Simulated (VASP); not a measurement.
# Nb (I4/mmm) in VASP: notebook

Nb is run at these levels: PBEsol; tasks: single point.

All numbers are computed with VASP 6.6.1; they aren't measurements. Logs are shortened: lines on timing, memory, paths and dates and some standing lists are left out, and cuts for length are marked.

## Step 1: The cell of the first run

The structure is tetragonal, space group I4/mmm (No. 139). Conventional cell: a = 3.328 Å, b = 3.328 Å, c = 3.661 Å, α = 90.00°, β = 90.00°, γ = 90.00°. Within 3.9 Å of Nb (site symmetry 4/mmm) lie 14 Nb at 2.98 to 3.66 Å.

## Step 2: Single point, PBEsol (strain +0.1000 x Voigt [0, 0, 1, 0, 0, 0])

File INCAR:

```
SYSTEM = Nb
PREC = Accurate
ENCUT = 520
EDIFF = 1E-6
ISMEAR = 0
SIGMA = 0.15
LREAL = .FALSE.
LASPH = .TRUE.
NELM = 80
ALGO = Fast
ISIF = 2
LWAVE = .FALSE.
LCHARG = .FALSE.
GGA = PS
NBANDS = 12
```

File KPOINTS:

```
regular mesh
0
G
  20 20 20
  0 0 0
```

File POSCAR:

```
Nb
1.0
   -1.6639500000      1.6639500000      1.8303450000
    1.6639500000     -1.6639500000      1.8303450000
    1.6639500000      1.6639500000     -1.8303450000
Nb
1
Direct
    0.0000000000      0.0000000000      0.0000000000
```

Potentials or basis: VASP PAW PBE potentials, release 64 (Nb_sv).

On the command line:

```console
$ cat potpaw_PBE.64/Nb_sv/POTCAR > POTCAR
$ mpirun -np 1 vasp_std > vasp.out
```

OUTCAR:

```text
SYSTEM = Nb
   PREC = Accurate
   ENCUT = 520
   EDIFF = 1E-6
   ISMEAR = 0
   LREAL = .FALSE.
   LASPH = .TRUE.
   NELM = 80
   ISIF = 2
   GGA = PS

 ion  position               nearest neighbor table
   1  0.000  0.000  0.000-

  LATTYP: Found a body centered tetragonal cell.
 ALAT       =     3.3279000000
 C/A-ratio  =     1.1000000000

  Lattice vectors:

 A1 = (  -1.6639500000,   1.6639500000,   1.8303450000)
 A2 = (   1.6639500000,  -1.6639500000,   1.8303450000)
 A3 = (   1.6639500000,   1.6639500000,  -1.8303450000)

Analysis of symmetry for initial positions (statically):
=====================================================================
 Subroutine PRICEL returns:
 Original cell was already a primitive cell.

 Routine SETGRP: Setting up the symmetry group for a
 body centered tetragonal supercell.

 Subroutine GETGRP returns: Found 16 space group operations
 (whereof 16 operations were pure point group operations)
 out of a pool of 16 trial point group operations.

The static configuration has the point symmetry D_4h.

Analysis of symmetry for dynamics (positions and initial velocities):
=====================================================================
 Subroutine PRICEL returns:
 Original cell was already a primitive cell.

 Routine SETGRP: Setting up the symmetry group for a
 body centered tetragonal supercell.

 Subroutine GETGRP returns: Found 16 space group operations
 (whereof 16 operations were pure point group operations)
 out of a pool of 16 trial point group operations.

The dynamic configuration has the point symmetry D_4h.

 Subroutine INISYM returns: Found 16 space group operations
 (whereof 16 operations are pure point group operations),
 and found     1 'primitive' translations

----------------------------------------------------------------------------------------

                                     Primitive cell

  volume of cell :      20.2709

  direct lattice vectors                    reciprocal lattice vectors
    -1.663950000  1.663950000  1.830345000     0.000000000  0.300489798  0.273172544
     1.663950000 -1.663950000  1.830345000     0.300489798  0.000000000  0.273172544
     1.663950000  1.663950000 -1.830345000     0.300489798  0.300489798  0.000000000

  length of vectors
     2.981211503  2.981211503  2.981211503     0.406100182  0.406100182  0.424956748

  position of ions in fractional coordinates (direct lattice)
     0.000000000  0.000000000  0.000000000

  ion indices of the primitive-cell ions
   primitive index   ion index
                 1           1

----------------------------------------------------------------------------------------

 KPOINTS: regular mesh

Automatic generation of k-mesh.
 Grid dimensions read from file:
 generate k-points for:   20   20   20

 Generating k-lattice:

  Cartesian coordinates                     Fractional coordinates (reciprocal lattice)
     0.000000000  0.015024490  0.013658627     0.050000000  0.000000000  0.000000000
     0.015024490  0.000000000  0.013658627     0.000000000  0.050000000  0.000000000
     0.015024490  0.015024490  0.000000000     0.000000000  0.000000000  0.050000000

  Length of vectors
     0.020305009  0.020305009  0.021247837

  Shift w.r.t. Gamma in fractional coordinates (k-lattice)
     0.000000000  0.000000000  0.000000000

 Subroutine IBZKPT returns following result:
 ===========================================

 Found    641 irreducible k-points:

 Following reciprocal coordinates:
            Coordinates               Weight
  0.000000  0.000000  0.000000      1.000000
  0.050000 -0.000000  0.000000      8.000000
  0.100000 -0.000000  0.000000      8.000000
  0.150000 -0.000000  0.000000      8.000000
  0.200000 -0.000000  0.000000      8.000000
  0.250000  0.000000 -0.000000      8.000000
[... 16 lines left out ...]
 -0.400000  0.050000  0.000000     16.000000
 -0.350000  0.050000  0.000000     16.000000
 [... further k-points ...]
   k-points           NKPTS =    641   k-points in BZ     NKDIM =    641   number of bands    NBANDS=     12
   number of dos      NEDOS =    301   number of ions     NIONS =      1
   total plane-waves  NPLWV =  13824
   dimension x,y,z NGX =    24 NGY =   24 NGZ =   24
   dimension x,y,z NGXF=    48 NGYF=   48 NGZF=   48
   ions per type =               1
   NGX,Y,Z   is equivalent  to a cutoff of  13.38, 13.38, 13.38 a.u.
   NGXF,Y,Z  is equivalent  to a cutoff of  26.77, 26.77, 26.77 a.u.
 SYSTEM =  Nb
   PREC   = accura    normal or accurate (medium, high low for compatibility)
   ISTART =      0    job   : 0-new  1-cont  2-samecut
   ICHARG =      2    charge: 1-file 2-atom 10-const
   ISPIN  =      1    spin polarized calculation?
   LNONCOLLINEAR =      F non collinear calculations
   LSORBIT =      F    spin-orbit coupling
   LASPH  =      T    aspherical Exc in radial PAW
   ENCUT  =  520.0 eV  38.22 Ry    6.18 a.u.   5.54  5.54  5.54*2*pi/ulx,y,z
   NELM   =     80;   NELMIN=  2; NELMDL= -5     # of ELM steps
   EDIFF  = 0.1E-05   stopping-criterion for ELM
   LREAL  =      F    real-space projection
   EDIFFG = 0.1E-04   stopping-criterion for IOM
   NSW    =      0    number of steps for IOM
   IBRION =     -1    ionic relax: 0-MD 1-quasi-New 2-CG
   NFREE  =      0    steps in history (QN), initial steepest desc. (CG)
   ISIF   =      2    stress and relaxation
   ISYM   =      2    0-nonsym 1-usesym 2-fastsym
   POTIM  = 0.5000    time-step for ionic-motion
   TEBEG  =    0.0;   TEEND  =   0.0 temperature during run
   PSTRESS=    0.0 pullay stress
   NELECT =      13.0000    total number of electrons
   NUPDOWN=      -1.0000    fix difference up-down
   EMIN   =  10.00;   EMAX   =-10.00  energy-range for DOS
   EFERMI =   0.00;   METHOD = LEGACY
   ISMEAR =     0;   SIGMA  =   0.15  broadening in eV -4-tet -1-fermi 0-gaus
   EFERMI_NEDOS =   21; number of points for ismear=-14 and -15
   IALGO  =     68    algorithm
   IMIX   =      4    mixing-type and parameters
     AMIX     =   0.40;   BMIX     =  1.00
     AMIX_MAG =   1.60;   BMIX_MAG =  1.00
  volume/ion in A,a.u.               =      20.27       136.79
  Fermi-wavevector in a.u.,A,eV,Ry     =   1.411773  2.667864 27.117802  1.993102
  Thomas-Fermi vector in A             =   2.533590
   LORBIT       =      0    0 simple, 1 ext, 2 COOP (PROOUT), +10 PAW based schemes
   GGA     = PS    functional components
   LHFCALC =     F    Hartree Fock is set to
   AEXX    =    0.0000 exact exchange contribution
   IVDW    =     0    specifies the selected vdW correction
   LEPSILON=     F    determine dielectric tensor
   LRPA    =     F    only Hartree local field effects (RPA)
 non-spin polarized calculation
 RMM-DIIS sequential band-by-band and
 Gauss-broadening in eV      SIGMA  =   0.15
  energy-cutoff  :      520.00
  volume of cell :       20.27
 maximum number of plane-waves:       567
 NGX is ok and might be reduce to    24
   NGX = 11   NGY = 11   NGZ = 11

 number of electron      12.9999999 magnetization

 Free energy of the ion-electron system (eV)
  ---------------------------------------------------
  ext. energy  EPLUGINS =         0.00000000
  ---------------------------------------------------
  free energy    TOTEN  =       -10.73105036 eV

  energy without entropy =      -10.71178654  energy(sigma->0) =      -10.72141845

 E-fermi :   9.5123     XC(G=0): -12.0281

 val. band max:        9.5079225014   @ k =   0.5000   0.3000   0.0000
 cond. band min:       9.5124839209   @ k =  -0.1000   0.0500   0.0000
 fundamental gap:      0.0045614196
 Fermi energy:         9.5123290785

 k-point     1 :       0.0000    0.0000    0.0000
  band No.  band energies     occupation
      1     -44.9753      2.00000
      2     -20.5020      2.00000
      3     -20.5010      2.00000
      4     -20.5010      2.00000
      5       3.7603      2.00000
      6       9.6473      0.20309
      7       9.6473      0.20309
      8      10.4954      0.00000
      9      11.7586      0.00000
     10      12.8427      0.00000
     11      22.4673      0.00000
     12      23.9220      0.00000

 k-point     2 :       0.0500   -0.0000    0.0000
  band No.  band energies     occupation
      1     -44.9718      2.00000
      2     -20.5260      2.00000
      3     -20.5077      2.00000
      4     -20.5016      2.00000
      5       3.8490      2.00000
      6       9.6400      0.22889
      7       9.6710      0.13475
      8      10.5033      0.00000
      9      11.7137      0.00000
     10      12.8060      0.00000
     11      22.6214      0.00000
     12      24.0524      0.00000

 k-point     3 :       0.1000   -0.0000    0.0000
  band No.  band energies     occupation
      1     -44.9613      2.00000
      2     -20.5968      2.00000
      3     -20.5273      2.00000
      4     -20.5016      2.00000
      5       4.1071      2.00000
      6       9.6049      0.38265
      7       9.6869      0.09970
      8      10.5883      0.00000
      9      11.6069      0.00000
     10      12.7203      0.00000
     11      23.0126      0.00000
     12      24.1651      0.00000

 k-point     4 :       0.1500   -0.0000    0.0000
  band No.  band energies     occupation
      1     -44.9451      2.00000
      2     -20.7057      2.00000
      3     -20.5575      2.00000
      4     -20.5018      2.00000
      5       4.5097      2.00000
      6       9.5177      0.95991
      7       9.5988      0.41501
      8      10.8620      0.00000
      9      11.5126      0.00000
     10      12.6319      0.00000
     11      23.3987      0.00000
     12      24.2634      0.00000

 k-point     5 :       0.2000   -0.0000    0.0000
  band No.  band energies     occupation
      1     -44.9245      2.00000
      2     -20.8409      2.00000
      3     -20.5955      2.00000
      4     -20.5020      2.00000
      5       5.0091      2.00000
      6       9.3878      1.75969
      7       9.4132      1.64997
      8      11.3334      0.00000
      9      11.4965      0.00000
     10      12.5776      0.00000
     11      23.3086      0.00000
     12      24.2956      0.00000
[... 228 lines left out ...]
      1     -44.8264      2.00000
      2     -21.4348      2.00000
      3     -20.7758      2.00000
      4     -20.5132      2.00000
      5       6.2844      2.00000
      6       8.5039      2.00000
      7      10.8177      0.00000
      8      11.7100      0.00000
      9      13.1952      0.00000
     10      14.8954      0.00000
     11      19.5581      0.00000
     12      21.0182      0.00000

 k-point    22 :      -0.4500    0.0500   -0.0000
  band No.  band energies     occupation
      1     -44.8334      2.00000
      2     -21.3944      2.00000
      3     -20.7622      2.00000
      4     -20.5144      2.00000
      5       6.2974      2.00000
      6       8.5613      2.00000
      7      10.4416      0.00000
      8      11.7318      0.00000
      9      13.1418      0.00000
     10      14.5081      0.00000
     11      20.0310      0.00000
     12      21.2504      0.00000

 k-point    23 :      -0.4000    0.0500    0.0000
  band No.  band energies     occupation
      1     -44.8468      2.00000
      2     -21.3151      2.00000
      3     -20.7366      2.00000
      4     -20.5153      2.00000
      5       6.2820      2.00000
      6       8.6786      2.00000
      7       9.9243      0.00010
      8      11.6796      0.00000
      9      13.0294      0.00000
     10      13.8710      0.00000
     11      20.8444      0.00000
     12      21.7471      0.00000

 k-point    24 :      -0.3500    0.0500    0.0000
  band No.  band energies     occupation
      1     -44.8653      2.00000
      2     -21.2038      2.00000
      3     -20.7014      2.00000
      4     -20.5159      2.00000
      5       6.1534      2.00000
      6       8.8490      2.00000
      7       9.4725      1.29239
      8      11.6055      0.00000
      9      12.8700      0.00000
     10      13.1353      0.00000
     11      21.7400      0.00000
     12      22.5330      0.00000

 [... further k-points ...]
[... 5 lines left out ...]
  --------------------------------------------------------------------------------------
  -------------------------------------------------------------------------------------
  Total       -2.1827501     -2.1827501     -3.1832080      0.0000000      0.0000000     -0.0000000
  in kB     -172.5206611   -172.5206611   -251.5950566      0.0000000      0.0000000     -0.0000000
  external PRESSURE =    -198.8787929 kB  Pullay stress =       0.0000000 kB

 VOLUME and BASIS-vectors are now :
 -----------------------------------------------------------------------------
  energy-cutoff  :      520.00
  volume of cell :       20.27
      direct lattice vectors                 reciprocal lattice vectors
    -1.663950000  1.663950000  1.830345000     0.000000000  0.300489798  0.273172544
     1.663950000 -1.663950000  1.830345000     0.300489798  0.000000000  0.273172544
     1.663950000  1.663950000 -1.830345000     0.300489798  0.300489798  0.000000000

 POSITION                                       TOTAL-FORCE (eV/Angst)
 -----------------------------------------------------------------------------------
      0.00000      0.00000      0.00000         0.000000      0.000000      0.000000
 -----------------------------------------------------------------------------------
    total drift:                                0.000000      0.000000     -0.000000

  FREE ENERGIE OF THE ION-ELECTRON SYSTEM (eV)
  ---------------------------------------------------
  free  energy   TOTEN  =       -10.7310503602 eV

  energy  without entropy=      -10.7117865354  energy(sigma->0) =      -10.72141845
```

Run time: 3.4 min. Hardware: 1 thread of Intel Xeon Platinum 8259CL at 2.50GHz (Skylake/Cascade Lake), shared host; peak memory 0.27 GiB.

What came out:

- Free energy: -10.7311 eV
- Pressure: -19.9 GPa

Stress tensor (GPa, compression positive):
```
-17.25   0.00   0.00
  0.00 -17.25   0.00
  0.00   0.00 -25.16
```

Levels at points of the mesh, in eV from the Fermi level:
| k point | band 2 | band 3 | band 4 | band 5 | band 6 | band 7 | band 8 | band 9 | band 10 | band 11 |
| --- | --- | --- | --- | --- | --- | --- | --- | --- | --- | --- |
| (0.00, 0.00, 0.00) | -30.01 | -30.01 | -30.01 | -5.75 | 0.13 | 0.13 | 0.98 | 2.25 | 3.33 | 12.95 |
| (0.50, 0.00, 0.00) | -30.96 | -30.28 | -30.02 | -3.30 | -1.02 | 1.58 | 2.14 | 3.61 | 5.32 | 10.05 |
| (0.50, 0.50, 0.00) | -30.93 | -30.36 | -30.08 | -3.34 | -1.96 | 2.17 | 3.59 | 3.84 | 5.56 | 10.78 |
| (0.50, 0.50, 0.50) | -30.78 | -30.60 | -30.60 | -3.24 | -3.02 | 4.65 | 4.93 | 4.93 | 6.65 | 8.82 |

Caveat: the cell differs from its parent crystal (strain +0.1000 x Voigt [0, 0, 1, 0, 0, 0]); the PAW data sets were made with another functional, which shifts forces and pressure a little.

[end of part 1 of 2]
